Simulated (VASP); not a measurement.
# Yb (Fm-3m) in VASP: notebook

The runs below take Yb through single point, with PBE.

Everything below comes from runs of VASP 6.6.1. Logs are shortened: lines on timing, memory, paths and dates and some standing lists are left out, and cuts for length are marked.

### Step 1. The cell of the first run

Symmetry: Fm-3m, No. 225, cubic system. Conventional cell: a = 5.523 Å, b = 5.523 Å, c = 5.523 Å, α = 90.00°, β = 90.00°, γ = 90.00°. Yb (site symmetry m-3m) has 12 Yb at 3.91 Å within 5.1 Å.

### Step 2. Single point, PBE (42.11 Å³/atom)

File INCAR:

```
SYSTEM = Yb
ALGO = Normal
EDIFF = 1E-6
ENCUT = 520
GGA = PE
ISIF = 2
ISMEAR = -1
LASPH = .True.
LCHARG = .True.
LELF = .True.
LREAL = .False.
LVHAR = .True.
LWAVE = .False.
NBANDS = 18
NELM = 80
PREC = Accurate
SIGMA = 0.05
```

File KPOINTS:

```
k-points
0
Gamma
  12 12 12
  0 0 0
```

File POSCAR:

```
Yb
1.0
    0.0000000000      2.7612667546      2.7612667546
    2.7612667546      0.0000000000      2.7612667546
    2.7612667546      2.7612667546      0.0000000000
Yb
1
Direct
    0.0000000000      0.0000000000      0.0000000000
```

Potentials or basis: VASP PAW PBE potentials, release 64 (Yb).

Launch:

```console
$ cat potpaw_PBE.64/Yb/POTCAR > POTCAR
$ mpirun -np 1 vasp_std > vasp.out
```

OUTCAR:

```text
SYSTEM = Yb
   EDIFF = 1E-6
   ENCUT = 520
   GGA = PE
   ISIF = 2
   ISMEAR = -1
   LASPH = .True.
   LREAL = .False.
   NELM = 80
   PREC = Accurate

 ion  position               nearest neighbor table
   1  0.000  0.000  0.000-

  LATTYP: Found a face centered cubic cell.
 ALAT       =     5.5225335092

  Lattice vectors:

 A1 = (   0.0000000000,   2.7612667546,   2.7612667546)
 A2 = (   2.7612667546,   0.0000000000,   2.7612667546)
 A3 = (   2.7612667546,   2.7612667546,   0.0000000000)

Analysis of symmetry for initial positions (statically):
=====================================================================
 Subroutine PRICEL returns:
 Original cell was already a primitive cell.

 Routine SETGRP: Setting up the symmetry group for a
 face centered cubic supercell.

 Subroutine GETGRP returns: Found 48 space group operations
 (whereof 48 operations were pure point group operations)
 out of a pool of 48 trial point group operations.

The static configuration has the point symmetry O_h .

Analysis of symmetry for dynamics (positions and initial velocities):
=====================================================================
 Subroutine PRICEL returns:
 Original cell was already a primitive cell.

 Routine SETGRP: Setting up the symmetry group for a
 face centered cubic supercell.

 Subroutine GETGRP returns: Found 48 space group operations
 (whereof 48 operations were pure point group operations)
 out of a pool of 48 trial point group operations.

The dynamic configuration has the point symmetry O_h .

 Subroutine INISYM returns: Found 48 space group operations
 (whereof 48 operations are pure point group operations),
 and found     1 'primitive' translations

----------------------------------------------------------------------------------------

                                     Primitive cell

  volume of cell :      42.1071

  direct lattice vectors                    reciprocal lattice vectors
     0.000000000  2.761266755  2.761266755    -0.181076312  0.181076312  0.181076312
     2.761266755  0.000000000  2.761266755     0.181076312 -0.181076312  0.181076312
     2.761266755  2.761266755  0.000000000     0.181076312  0.181076312 -0.181076312

  length of vectors
     3.905020894  3.905020894  3.905020894     0.313633372  0.313633372  0.313633372

  position of ions in fractional coordinates (direct lattice)
     0.000000000  0.000000000  0.000000000

  ion indices of the primitive-cell ions
   primitive index   ion index
                 1           1

----------------------------------------------------------------------------------------

 KPOINTS: k-points

Automatic generation of k-mesh.
 Grid dimensions read from file:
 generate k-points for:   12   12   12

 Generating k-lattice:

  Cartesian coordinates                     Fractional coordinates (reciprocal lattice)
    -0.015089693  0.015089693  0.015089693     0.083333333  0.000000000  0.000000000
     0.015089693 -0.015089693  0.015089693     0.000000000  0.083333333  0.000000000
     0.015089693  0.015089693 -0.015089693     0.000000000  0.000000000  0.083333333

  Length of vectors
     0.026136114  0.026136114  0.026136114

  Shift w.r.t. Gamma in fractional coordinates (k-lattice)
     0.000000000  0.000000000  0.000000000

 Subroutine IBZKPT returns following result:
 ===========================================

 Found     72 irreducible k-points:

 Following reciprocal coordinates:
            Coordinates               Weight
  0.000000  0.000000  0.000000      1.000000
  0.083333  0.000000  0.000000      8.000000
  0.166667  0.000000  0.000000      8.000000
  0.250000  0.000000  0.000000      8.000000
  0.333333  0.000000  0.000000      8.000000
  0.416667  0.000000  0.000000      8.000000
[... 16 lines left out ...]
  0.500000  0.166667  0.000000     24.000000
 -0.416667  0.166667  0.000000     24.000000
 [... further k-points ...]
   k-points           NKPTS =     72   k-points in BZ     NKDIM =     72   number of bands    NBANDS=     18
   number of dos      NEDOS =    301   number of ions     NIONS =      1
   total plane-waves  NPLWV =  27000
   dimension x,y,z NGX =    30 NGY =   30 NGZ =   30
   dimension x,y,z NGXF=    60 NGYF=   60 NGZF=   60
   ions per type =               1
   NGX,Y,Z   is equivalent  to a cutoff of  12.77, 12.77, 12.77 a.u.
   NGXF,Y,Z  is equivalent  to a cutoff of  25.54, 25.54, 25.54 a.u.
 SYSTEM =  Yb
   PREC   = accura    normal or accurate (medium, high low for compatibility)
   ISTART =      0    job   : 0-new  1-cont  2-samecut
   ICHARG =      2    charge: 1-file 2-atom 10-const
   ISPIN  =      1    spin polarized calculation?
   LNONCOLLINEAR =      F non collinear calculations
   LSORBIT =      F    spin-orbit coupling
   LASPH  =      T    aspherical Exc in radial PAW
   ENCUT  =  520.0 eV  38.22 Ry    6.18 a.u.   7.26  7.26  7.26*2*pi/ulx,y,z
   NELM   =     80;   NELMIN=  2; NELMDL= -5     # of ELM steps
   EDIFF  = 0.1E-05   stopping-criterion for ELM
   LREAL  =      F    real-space projection
   EDIFFG = 0.1E-04   stopping-criterion for IOM
   NSW    =      0    number of steps for IOM
   IBRION =     -1    ionic relax: 0-MD 1-quasi-New 2-CG
   NFREE  =      0    steps in history (QN), initial steepest desc. (CG)
   ISIF   =      2    stress and relaxation
   ISYM   =      2    0-nonsym 1-usesym 2-fastsym
   POTIM  = 0.5000    time-step for ionic-motion
   TEBEG  =    0.0;   TEEND  =   0.0 temperature during run
   PSTRESS=    0.0 pullay stress
   NELECT =      24.0000    total number of electrons
   NUPDOWN=      -1.0000    fix difference up-down
   EMIN   =  10.00;   EMAX   =-10.00  energy-range for DOS
   EFERMI =   0.00;   METHOD = LEGACY
   ISMEAR =    -1;   SIGMA  =   0.05  broadening in eV -4-tet -1-fermi 0-gaus
   EFERMI_NEDOS =   21; number of points for ismear=-14 and -15
   IALGO  =     38    algorithm
   IMIX   =      4    mixing-type and parameters
     AMIX     =   0.40;   BMIX     =  1.00
     AMIX_MAG =   1.60;   BMIX_MAG =  1.00
  volume/ion in A,a.u.               =      42.11       284.15
  Fermi-wavevector in a.u.,A,eV,Ry     =   1.357355  2.565030 25.067557  1.842413
  Thomas-Fermi vector in A             =   2.484281
   LORBIT       =      0    0 simple, 1 ext, 2 COOP (PROOUT), +10 PAW based schemes
   GGA     = PE    functional components
[... 5 lines left out ...]
 non-spin polarized calculation
  energy-cutoff  :      520.00
  volume of cell :       42.11
 maximum number of plane-waves:      1158
 NGX is ok and might be reduce to    30
   NGX = 15   NGY = 15   NGZ = 15

 number of electron      24.0000003 magnetization

 Free energy of the ion-electron system (eV)
  ---------------------------------------------------
  ext. energy  EPLUGINS =         0.00000000
  ---------------------------------------------------
  free energy    TOTEN  =        -3.51055653 eV

  energy without entropy =       -3.49290032  energy(sigma->0) =       -3.50172842

 E-fermi :   1.1076     XC(G=0):  -8.7759

 val. band max:        1.0628274489   @ k =  -0.3333   0.4167   0.1667
 cond. band min:       1.1080239837   @ k =  -0.4167   0.2500   0.0000
 fundamental gap:      0.0451965348
 Fermi energy:         1.1075516013

 k-point     1 :       0.0000    0.0000    0.0000
  band No.  band energies     occupation
      1     -50.7480      2.00000
      2     -23.0186      2.00000
      3     -23.0186      2.00000
      4     -23.0186      2.00000
      5      -3.7074      2.00000
      6       0.6847      1.99957
[... 10 lines left out ...]
     17       5.6185      0.00000
     18       9.9247      0.00000

 k-point     2 :       0.0833    0.0000    0.0000
  band No.  band energies     occupation
      1     -50.7475      2.00000
      2     -23.0320      2.00000
      3     -23.0205      2.00000
      4     -23.0205      2.00000
      5      -3.5697      2.00000
      6       0.6864      1.99956
[... 10 lines left out ...]
     17       5.5368      0.00000
     18      10.2584      0.00000

 k-point     3 :       0.1667    0.0000    0.0000
  band No.  band energies     occupation
      1     -50.7461      2.00000
      2     -23.0684      2.00000
      3     -23.0256      2.00000
      4     -23.0256      2.00000
      5      -3.1690      2.00000
      6       0.6914      1.99951
[... 10 lines left out ...]
     17       5.4238      0.00000
     18      10.2208      0.00000

 k-point     4 :       0.2500    0.0000    0.0000
  band No.  band energies     occupation
      1     -50.7442      2.00000
      2     -23.1174      2.00000
      3     -23.0325      2.00000
      4     -23.0325      2.00000
      5      -2.5440      2.00000
      6       0.6994      1.99943
[... 10 lines left out ...]
     17       5.5818      0.00000
     18       9.2262      0.00000

 k-point     5 :       0.3333    0.0000    0.0000
  band No.  band energies     occupation
      1     -50.7423      2.00000
      2     -23.1659      2.00000
      3     -23.0394      2.00000
      4     -23.0394      2.00000
      5      -1.7707      2.00000
      6       0.7073      1.99933
[... 10 lines left out ...]
     17       6.0750      0.00000
     18       8.3535      0.00000

 k-point     6 :       0.4167    0.0000    0.0000
  band No.  band energies     occupation
      1     -50.7410      2.00000
      2     -23.2009      2.00000
      3     -23.0444      2.00000
      4     -23.0444      2.00000
      5      -0.9988      2.00000
      6       0.7097      1.99930
[... 10 lines left out ...]
     17       6.6466      0.00000
     18       7.6721      0.00000

 k-point     7 :       0.5000    0.0000    0.0000
  band No.  band energies     occupation
      1     -50.7405      2.00000
      2     -23.2137      2.00000
      3     -23.0462      2.00000
      4     -23.0462      2.00000
      5      -0.5999      2.00000
      6       0.6954      1.99947
[... 10 lines left out ...]
     17       6.9220      0.00000
     18       7.3963      0.00000

 k-point     8 :       0.0833    0.0833    0.0000
  band No.  band energies     occupation
      1     -50.7473      2.00000
      2     -23.0317      2.00000
      3     -23.0235      2.00000
      4     -23.0235      2.00000
      5      -3.5239      2.00000
      6       0.6870      1.99956
[... 10 lines left out ...]
     17       5.6934      0.00000
     18      10.3784      0.00000
[... 229 lines left out ...]
     17       5.9053      0.00000
     18      11.4475      0.00000

 k-point    20 :       0.2500    0.1667    0.0000
  band No.  band energies     occupation
      1     -50.7441      2.00000
      2     -23.0984      2.00000
      3     -23.0453      2.00000
      4     -23.0440      2.00000
      5      -2.5257      2.00000
      6       0.7020      1.99940
[... 10 lines left out ...]
     17       6.0688      0.00000
     18      10.5730      0.00000

 k-point    21 :       0.3333    0.1667    0.0000
  band No.  band energies     occupation
      1     -50.7423      2.00000
      2     -23.1383      2.00000
      3     -23.0532      2.00000
      4     -23.0527      2.00000
      5      -1.8606      2.00000
      6       0.7124      1.99926
[... 10 lines left out ...]
     17       6.4110      0.00000
     18       9.2368      0.00000

 k-point    22 :       0.4167    0.1667    0.0000
  band No.  band energies     occupation
      1     -50.7408      2.00000
      2     -23.1733      2.00000
      3     -23.0645      2.00000
      4     -23.0572      2.00000
      5      -1.0735      2.00000
      6       0.7184      1.99917
[... 10 lines left out ...]
     17       6.8477      0.00000
     18       7.9289      0.00000

 k-point    23 :       0.5000    0.1667    0.0000
  band No.  band energies     occupation
      1     -50.7398      2.00000
      2     -23.1940      2.00000
      3     -23.0750      2.00000
      4     -23.0575      2.00000
      5      -0.3302      2.00000
      6       0.7130      1.99925
[... 10 lines left out ...]
     17       6.9777      0.00000
     18       7.2472      0.00000

 k-point    24 :      -0.4167    0.1667    0.0000
  band No.  band energies     occupation
      1     -50.7397      2.00000
      2     -23.1957      2.00000
      3     -23.0814      2.00000
      4     -23.0535      2.00000
      5      -0.1601      2.00000
      6       0.7051      1.99936
[... 10 lines left out ...]
     17       6.5785      0.00000
     18       7.5330      0.00000

 [... further k-points ...]
[... 5 lines left out ...]
  --------------------------------------------------------------------------------------
  -------------------------------------------------------------------------------------
  Total       -0.5939240     -0.5939240     -0.5939240     -0.0000000     -0.0000000      0.0000000
  in kB      -22.5988528    -22.5988528    -22.5988528     -0.0000000     -0.0000000      0.0000000
  external PRESSURE =     -22.5988528 kB  Pullay stress =       0.0000000 kB

 VOLUME and BASIS-vectors are now :
 -----------------------------------------------------------------------------
  energy-cutoff  :      520.00
  volume of cell :       42.11
      direct lattice vectors                 reciprocal lattice vectors
     0.000000000  2.761266755  2.761266755    -0.181076312  0.181076312  0.181076312
     2.761266755  0.000000000  2.761266755     0.181076312 -0.181076312  0.181076312
     2.761266755  2.761266755  0.000000000     0.181076312  0.181076312 -0.181076312

 POSITION                                       TOTAL-FORCE (eV/Angst)
 -----------------------------------------------------------------------------------
      0.00000      0.00000      0.00000        -0.000000     -0.000000      0.000000
 -----------------------------------------------------------------------------------
    total drift:                               -0.000000     -0.000000      0.000000

  FREE ENERGIE OF THE ION-ELECTRON SYSTEM (eV)
  ---------------------------------------------------
  free  energy   TOTEN  =        -3.5105565271 eV

  energy  without entropy=       -3.4929003206  energy(sigma->0) =       -3.50172842
```

Wall time 2.9 min (1 thread of Intel Xeon 8259CL, shared host); peak memory 0.22 GiB.

Results:

| Quantity | Value |
| --- | --- |
| Free energy | -3.5106 eV |
| Pressure | -2.3 GPa |
| Band gap on the k mesh | zero (bands 12 and 13 overlap by 0.09 eV) |

Caveat: spin-orbit coupling is left out, which moves the levels of the heavy elements. Spin polarisation is off, so any magnetic state and its effect on volume and gap are missing.

(Continued in part 2 of 2.)

The gap in the log of VASP goes by the Fermi energy; the results here count the filled bands.